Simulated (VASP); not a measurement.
# BiClO (P4/nmm) in VASP: further runs

Runs on BiClO. Level: LDA. Tasks: single point, relaxation of cell and atoms.

Everything below comes from runs of VASP 6.6.1. Logs are shortened: lines on timing, memory, paths and dates and some standing lists are left out, and cuts for length are marked.

### Step 1. The cell of the first run

It takes space group P4/nmm (No. 129, tetragonal). Conventional cell: a = 3.851 Å, b = 3.851 Å, c = 7.170 Å, α = 90.00°, β = 90.00°, γ = 90.00°. Bi (site symmetry 4mm) has 4 O at 2.30 Å and 4 Cl at 3.01 Å within 3.1 Å. Within 4.0 Å of Cl (site symmetry 4mm) lie 6 Bi at 3.01 to 3.80 Å and 4 O at 3.19 Å and 8 Cl at 3.42 to 3.85 Å. O (site symmetry -4m2) has 4 Bi at 2.30 Å and 4 O at 2.72 Å within 3.0 Å.

### Step 2. Single point, LDA

File INCAR:

```
SYSTEM = BiClO
PREC     = Accurate       ! precision mode
ENCUT    = 520            ! plane-wave cutoff, eV
EDIFF    = 1E-6           ! SCF threshold, eV
ISMEAR   = 0              ! smearing method
SIGMA    = 0.02           ! smearing width, eV
LREAL    = .False.        ! projectors in reciprocal space
LASPH    = .True.         ! aspherical terms in the spheres
NELM     = 100            ! most SCF steps
ALGO     = Normal         ! electronic algorithm
ISIF     = 2              ! what is computed and relaxed
LWAVE    = .False.        ! write WAVECAR
LCHARG   = .False.        ! write CHGCAR
NBANDS   = 37             ! bands
```

File KPOINTS:

```
regular mesh
0
Gamma
  6 6 4
  0 0 0
```

File POSCAR:

```
BiClO
1.0
    3.8507592603      0.0000000000      0.0000000000
    0.0000000000      3.8507592603      0.0000000000
    0.0000000000      0.0000000000      7.1695040179
Bi Cl O
2 2 2
Direct
    0.5000000000      0.0000000000      0.3253304008
    0.0000000000      0.5000000000      0.6746695992
    0.0000000000      0.5000000000      0.1448823582
    0.5000000000      0.0000000000      0.8551176418
    0.0000000000      0.0000000000      0.5000000000
    0.5000000000      0.5000000000      0.5000000000
```

Potentials or basis: VASP PAW LDA potentials, release 64 (Bi_d, Cl, O).

Command:

```bash
> cat potpaw_LDA.64/Bi_d/POTCAR potpaw_LDA.64/Cl/POTCAR potpaw_LDA.64/O/POTCAR > POTCAR
> mpirun -np 1 vasp_std > vasp.out
```

OUTCAR:

```text
SYSTEM = BiClO
   PREC = Accurate
   ENCUT = 520
   EDIFF = 1E-6
   ISMEAR = 0
   LREAL = .False.
   LASPH = .True.
   NELM = 100
   ISIF = 2

 ion  position               nearest neighbor table
   1  0.500  0.000  0.325-   5 2.30   6 2.30   6 2.30   5 2.30   3 3.01   3 3.01   3 3.01   3 3.01
                             2 3.70   2 3.70   2 3.70   2 3.70
   2  0.000  0.500  0.675-   5 2.30   6 2.30   5 2.30   6 2.30   4 3.01   4 3.01   4 3.01   4 3.01
                             1 3.70   1 3.70   1 3.70   1 3.70
   3  0.000  0.500  0.145-   1 3.01   1 3.01   1 3.01   1 3.01
   4  0.500  0.000  0.855-   2 3.01   2 3.01   2 3.01   2 3.01
   5  0.000  0.000  0.500-   1 2.30   2 2.30   2 2.30   1 2.30
   6  0.500  0.500  0.500-   1 2.30   2 2.30   1 2.30   2 2.30

  LATTYP: Found a simple tetragonal cell.
 ALAT       =     3.8507592603
 C/A-ratio  =     1.8618416612

  Lattice vectors:

 A1 = (   3.8507592603,   0.0000000000,   0.0000000000)
 A2 = (   0.0000000000,   3.8507592603,   0.0000000000)
 A3 = (   0.0000000000,   0.0000000000,   7.1695040179)

Analysis of symmetry for initial positions (statically):
=====================================================================
 Subroutine PRICEL returns:
 Original cell was already a primitive cell.

 Routine SETGRP: Setting up the symmetry group for a
 simple tetragonal supercell.

 Subroutine GETGRP returns: Found 16 space group operations
 (whereof  8 operations were pure point group operations)
 out of a pool of 16 trial point group operations.

The static configuration has the point symmetry D_2d.
 The point group associated with its full space group is D_4h.

Analysis of symmetry for dynamics (positions and initial velocities):
=====================================================================
 Subroutine PRICEL returns:
 Original cell was already a primitive cell.

 Routine SETGRP: Setting up the symmetry group for a
 simple tetragonal supercell.

 Subroutine GETGRP returns: Found 16 space group operations
 (whereof  8 operations were pure point group operations)
 out of a pool of 16 trial point group operations.

The dynamic configuration has the point symmetry D_2d.
 The point group associated with its full space group is D_4h.

 Subroutine INISYM returns: Found 16 space group operations
 (whereof  8 operations are pure point group operations),
 and found     1 'primitive' translations

----------------------------------------------------------------------------------------

                                     Primitive cell

  volume of cell :     106.3119

  direct lattice vectors                    reciprocal lattice vectors
     3.850759260  0.000000000  0.000000000     0.259689046  0.000000000  0.000000000
     0.000000000  3.850759260  0.000000000     0.000000000  0.259689046  0.000000000
     0.000000000  0.000000000  7.169504018     0.000000000  0.000000000  0.139479662

  length of vectors
     3.850759260  3.850759260  7.169504018     0.259689046  0.259689046  0.139479662

  position of ions in fractional coordinates (direct lattice)
     0.500000000  0.000000000  0.325330401
     0.000000000  0.500000000  0.674669599
     0.000000000  0.500000000  0.144882358
     0.500000000  0.000000000  0.855117642
     0.000000000  0.000000000  0.500000000
     0.500000000  0.500000000  0.500000000

  ion indices of the primitive-cell ions
   primitive index   ion index
                 1           1
                 2           2
                 3           3
                 4           4
                 5           5
                 6           6

----------------------------------------------------------------------------------------

 KPOINTS: regular mesh

Automatic generation of k-mesh.
 Grid dimensions read from file:
 generate k-points for:    6    6    4

 Generating k-lattice:

  Cartesian coordinates                     Fractional coordinates (reciprocal lattice)
     0.043281508  0.000000000  0.000000000     0.166666667  0.000000000  0.000000000
     0.000000000  0.043281508  0.000000000     0.000000000  0.166666667  0.000000000
     0.000000000  0.000000000  0.034869916     0.000000000  0.000000000  0.250000000

  Length of vectors
     0.043281508  0.043281508  0.034869916

  Shift w.r.t. Gamma in fractional coordinates (k-lattice)
     0.000000000  0.000000000  0.000000000

 Subroutine IBZKPT returns following result:
 ===========================================

 Found     30 irreducible k-points:

 Following reciprocal coordinates:
            Coordinates               Weight
  0.000000  0.000000  0.000000      1.000000
  0.166667  0.000000  0.000000      4.000000
  0.333333  0.000000  0.000000      4.000000
  0.500000  0.000000  0.000000      2.000000
  0.166667  0.166667  0.000000      4.000000
  0.333333  0.166667  0.000000      8.000000
[... 16 lines left out ...]
  0.333333  0.000000  0.500000      4.000000
  0.500000  0.000000  0.500000      2.000000
 [... further k-points ...]
   k-points           NKPTS =     30   k-points in BZ     NKDIM =     30   number of bands    NBANDS=     37
   number of dos      NEDOS =    301   number of ions     NIONS =      6
   total plane-waves  NPLWV =  48600
   dimension x,y,z NGX =    30 NGY =   30 NGZ =   54
   dimension x,y,z NGXF=    60 NGYF=   60 NGZF=  108
   ions per type =               2   2   2
   NGX,Y,Z   is equivalent  to a cutoff of  12.95, 12.95, 12.52 a.u.
   NGXF,Y,Z  is equivalent  to a cutoff of  25.90, 25.90, 25.04 a.u.
 SYSTEM =  BiClO
   PREC   = accura    normal or accurate (medium, high low for compatibility)
   ISTART =      0    job   : 0-new  1-cont  2-samecut
   ICHARG =      2    charge: 1-file 2-atom 10-const
   ISPIN  =      1    spin polarized calculation?
   LNONCOLLINEAR =      F non collinear calculations
   LSORBIT =      F    spin-orbit coupling
   LASPH  =      T    aspherical Exc in radial PAW
   ENCUT  =  520.0 eV  38.22 Ry    6.18 a.u.   7.16  7.16 13.33*2*pi/ulx,y,z
   NELM   =    100;   NELMIN=  2; NELMDL= -5     # of ELM steps
   EDIFF  = 0.1E-05   stopping-criterion for ELM
   LREAL  =      F    real-space projection
   EDIFFG = 0.1E-04   stopping-criterion for IOM
   NSW    =      0    number of steps for IOM
   IBRION =     -1    ionic relax: 0-MD 1-quasi-New 2-CG
   NFREE  =      0    steps in history (QN), initial steepest desc. (CG)
   ISIF   =      2    stress and relaxation
   ISYM   =      2    0-nonsym 1-usesym 2-fastsym
   POTIM  = 0.5000    time-step for ionic-motion
   TEBEG  =    0.0;   TEEND  =   0.0 temperature during run
   PSTRESS=    0.0 pullay stress
   NELECT =      56.0000    total number of electrons
   NUPDOWN=      -1.0000    fix difference up-down
   EMIN   =  10.00;   EMAX   =-10.00  energy-range for DOS
   EFERMI =   0.00;   METHOD = LEGACY
   ISMEAR =     0;   SIGMA  =   0.02  broadening in eV -4-tet -1-fermi 0-gaus
   EFERMI_NEDOS =   21; number of points for ismear=-14 and -15
   IALGO  =     38    algorithm
   IMIX   =      4    mixing-type and parameters
     AMIX     =   0.40;   BMIX     =  1.00
     AMIX_MAG =   1.60;   BMIX_MAG =  1.00
  volume/ion in A,a.u.               =      17.72       119.57
  Fermi-wavevector in a.u.,A,eV,Ry     =   1.322138  2.498479 23.783660  1.748050
  Thomas-Fermi vector in A             =   2.451841
   LORBIT       =      0    0 simple, 1 ext, 2 COOP (PROOUT), +10 PAW based schemes
   GGA     = CA    functional components
   LHFCALC =     F    Hartree Fock is set to
   AEXX    =    0.0000 exact exchange contribution
   IVDW    =     0    specifies the selected vdW correction
   LEPSILON=     F    determine dielectric tensor
   LRPA    =     F    only Hartree local field effects (RPA)
 non-spin polarized calculation
 Gauss-broadening in eV      SIGMA  =   0.02
  energy-cutoff  :      520.00
  volume of cell :      106.31
 maximum number of plane-waves:      2908
 NGX is ok and might be reduce to    30
   NGX = 15   NGY = 15   NGZ = 27

 number of electron      56.0000008 magnetization

 Free energy of the ion-electron system (eV)
  ---------------------------------------------------
  ext. energy  EPLUGINS =         0.00000000
  ---------------------------------------------------
  free energy    TOTEN  =       -33.05308631 eV

  energy without entropy =      -33.05308631  energy(sigma->0) =      -33.05308631

 E-fermi :   5.2852     XC(G=0): -10.9808

 val. band max:        5.1035764054   @ k =   0.3333   0.0000   0.5000
 cond. band min:       7.6704732895   @ k =   0.0000   0.0000   0.5000
 fundamental gap:      2.5668968842
 Fermi energy:         5.2851776477

 k-point     1 :       0.0000    0.0000    0.0000
  band No.  band energies     occupation
      1     -16.7381      2.00000
      2     -16.5120      2.00000
      3     -16.5120      2.00000
      4     -16.5116      2.00000
      5     -16.4938      2.00000
      6     -16.4538      2.00000
[... 29 lines left out ...]
     36      14.2013      0.00000
     37      14.5265      0.00000

 k-point     2 :       0.1667    0.0000    0.0000
  band No.  band energies     occupation
      1     -16.7278      2.00000
      2     -16.5108      2.00000
      3     -16.5092      2.00000
      4     -16.5075      2.00000
      5     -16.4818      2.00000
      6     -16.4695      2.00000
[... 29 lines left out ...]
     36      14.5993      0.00000
     37      14.7256      0.00000

 k-point     3 :       0.3333    0.0000    0.0000
  band No.  band energies     occupation
      1     -16.7044      2.00000
      2     -16.5805      2.00000
      3     -16.5032      2.00000
      4     -16.5026      2.00000
      5     -16.4830      2.00000
      6     -16.4778      2.00000
[... 29 lines left out ...]
     36      14.6195      0.00000
     37      15.1458      0.00000

 k-point     4 :       0.5000    0.0000    0.0000
  band No.  band energies     occupation
      1     -16.6603      2.00000
      2     -16.6603      2.00000
      3     -16.4932      2.00000
      4     -16.4932      2.00000
      5     -16.4915      2.00000
      6     -16.4915      2.00000
[... 29 lines left out ...]
     36      14.7462      0.00000
     37      14.9916      0.00000
[... 683 lines left out ...]
      1     -16.7278      2.00000
      2     -16.5110      2.00000
      3     -16.5089      2.00000
      4     -16.5076      2.00000
      5     -16.4806      2.00000
      6     -16.4697      2.00000
[... 29 lines left out ...]
     36      14.6310      0.00000
     37      16.0723      0.00000

 k-point    23 :       0.3333    0.0000    0.5000
  band No.  band energies     occupation
      1     -16.7044      2.00000
      2     -16.5806      2.00000
      3     -16.5040      2.00000
      4     -16.5025      2.00000
      5     -16.4837      2.00000
      6     -16.4781      2.00000
[... 29 lines left out ...]
     36      15.8044      0.00000
     37      15.9047      0.00000

 k-point    24 :       0.5000    0.0000    0.5000
  band No.  band energies     occupation
      1     -16.6604      2.00000
      2     -16.6604      2.00000
      3     -16.4934      2.00000
      4     -16.4934      2.00000
      5     -16.4924      2.00000
      6     -16.4924      2.00000
[... 29 lines left out ...]
     36      15.3392      0.00000
     37      16.2649      0.00000

 [... further k-points ...]

------------------------ aborting loop because EDIFF is reached ----------------------------------------

  FORCE on cell =-STRESS in cart. coord.  units (eV):
  Direction    XX          YY          ZZ          XY          YZ          ZX
  --------------------------------------------------------------------------------------
  -------------------------------------------------------------------------------------
  Total        0.1920238      0.1920238      0.1637189      0.0000000     -0.0000000      0.0000000
  in kB        2.8939012      2.8939012      2.4673325      0.0000000     -0.0000000      0.0000000
  external PRESSURE =       2.7517116 kB  Pullay stress =       0.0000000 kB

 VOLUME and BASIS-vectors are now :
 -----------------------------------------------------------------------------
  energy-cutoff  :      520.00
  volume of cell :      106.31
      direct lattice vectors                 reciprocal lattice vectors
     3.850759260  0.000000000  0.000000000     0.259689046  0.000000000  0.000000000
     0.000000000  3.850759260  0.000000000     0.000000000  0.259689046  0.000000000
     0.000000000  0.000000000  7.169504018     0.000000000  0.000000000  0.139479662

 POSITION                                       TOTAL-FORCE (eV/Angst)
 -----------------------------------------------------------------------------------
      1.92538      0.00000      2.33246        -0.000000      0.000000     -0.084599
      0.00000      1.92538      4.83705         0.000000      0.000000      0.084599
      0.00000      1.92538      1.03873         0.000000      0.000000     -0.004518
      1.92538      0.00000      6.13077        -0.000000      0.000000      0.004518
      0.00000      0.00000      3.58475         0.000000     -0.000000      0.000000
      1.92538      1.92538      3.58475        -0.000000      0.000000      0.000000
 -----------------------------------------------------------------------------------
    total drift:                                0.000000      0.000000     -0.000000

  FREE ENERGIE OF THE ION-ELECTRON SYSTEM (eV)
  ---------------------------------------------------
  free  energy   TOTEN  =       -33.0530863113 eV

  energy  without entropy=      -33.0530863113  energy(sigma->0) =      -33.05308631
```

Wall time 53 s (1 thread of Intel Xeon 6975P-C (Granite Rapids), shared host); peak memory 0.23 GiB.

Results:

```yaml
Free_energy: -33.0531 eV
Pressure: 0.3 GPa
Largest_force: 0.085 eV/Å
Band_gap_on_the_k_mesh: 2.57 eV (least direct gap 2.89 eV)
```

Forces in eV/Å, atoms in the order of the input:
```
Bi   0.000  0.000 -0.085
Bi   0.000  0.000  0.085
Cl   0.000  0.000 -0.005
Cl   0.000  0.000  0.005
O    0.000  0.000  0.000
O    0.000  0.000  0.000
```

Levels at points of the mesh, in eV from the valence-band top:
| k point | band 26 | band 27 | band 28 | band 29 | band 30 | band 31 |
| --- | --- | --- | --- | --- | --- | --- |
| (0.00, 0.00, 0.00) | -1.15 | -1.14 | -0.77 | 3.22 | 3.86 | 5.36 |
| (0.50, 0.00, 0.00) | -0.98 | -0.05 | -0.05 | 4.58 | 4.58 | 5.16 |
| (0.50, 0.50, 0.00) | -0.70 | -0.68 | -0.68 | 4.19 | 4.19 | 5.92 |
| (0.00, 0.00, 0.50) | -0.85 | -0.39 | -0.33 | 2.57 | 2.96 | 5.40 |
| (0.50, 0.00, 0.50) | -0.73 | -0.07 | -0.07 | 4.36 | 4.36 | 5.27 |
| (0.50, 0.50, 0.50) | -1.58 | -0.68 | -0.68 | 4.64 | 4.64 | 6.19 |

Caveat: spin-orbit coupling is left out, which moves the levels of the heavy elements.

(Part 1 of 2 ends here.)
